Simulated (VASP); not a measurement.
A run of VASP 6.6.1:

INCAR

```
SYSTEM = Os
ALGO = Normal ; EDIFF = 1E-7
EDIFFG = -0.01 ; ENCUT = 500
GGA = PE ; GGA_COMPAT = .FALSE.
IBRION = 2 ; ISIF = 3
ISMEAR = -1 ; LASPH = .TRUE.
LCHARG = .FALSE. ; LREAL = .FALSE.
LWAVE = .FALSE. ; NELM = 120
NELMIN = 4 ; NSW = 80
PREC = Accurate ; SIGMA = 0.05
```

KPOINTS

```
k-points
0
G
  7 7 7
  0 0 0
```

The input POSCAR:

```
Os
1.0
    0.0000000000      2.6300000000      2.6300000000
    2.6300000000      0.0000000000      2.6300000000
    2.6300000000      2.6300000000      0.0000000000
Os
2
Direct
    0.0000000000      0.0000000000      0.0000000000
    0.2500000000      0.2500000000      0.2500000000
```

Potentials or basis: VASP PAW PBE potentials, release 64 (Os_sv_GW).

Run with:

```console
$ cat potpaw_PBE.64/Os_sv_GW/POTCAR > POTCAR
$ mpirun -np 1 vasp_std > vasp.out
```

Hardware: 1 thread of Intel(R) Xeon(R) 6975P-C (Granite Rapids), on a shared host.

Problem. Estimate the wall time of this run.

Solution. Wall time 76 s on 1 thread of Intel(R) Xeon(R) 6975P-C (Granite Rapids) (shared host), peak memory 0.16 GiB. Counts: scf iterations 88, k points 20, ion steps 8.
